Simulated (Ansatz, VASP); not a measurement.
W: VASP beside Ansatz

```
CELL_PARAMETERS angstrom
0.00000 2.02898 2.02898
2.02898 0.00000 2.02898
2.02898 2.02898 0.00000
ATOMIC_POSITIONS crystal
W 0.00000 0.00000 0.00000
```

Change from the starting cell: strain +0.015 along x and y, +0.015 along z, atoms carried along.

Alike in both runs: task single point; functional PBEsol; k mesh 26 × 26 × 26; occupations gaussian, width 0.15 eV; no spin polarisation.

```csv
,VASP,Ansatz
version,VASP 6.6.1,Ansatz 0.2.0
potentials or method,"VASP PAW PBE potentials, release 64 (W_sv), cutoff 520 eV","scalar-relativistic, plane waves, PAW"
valence electrons in the cell,14,14
```

```csv
,VASP,Ansatz,Ansatz less VASP
gap on the k mesh at the Fermi level (eV),none,none,-
pressure (GPa),-11.9,-12.3,-0.42
```

VASP's potentials were made for PBE, not for PBEsol. A gap of «none» marks a metal or a gap that the smearing closes.

Spin-orbit coupling is off throughout.
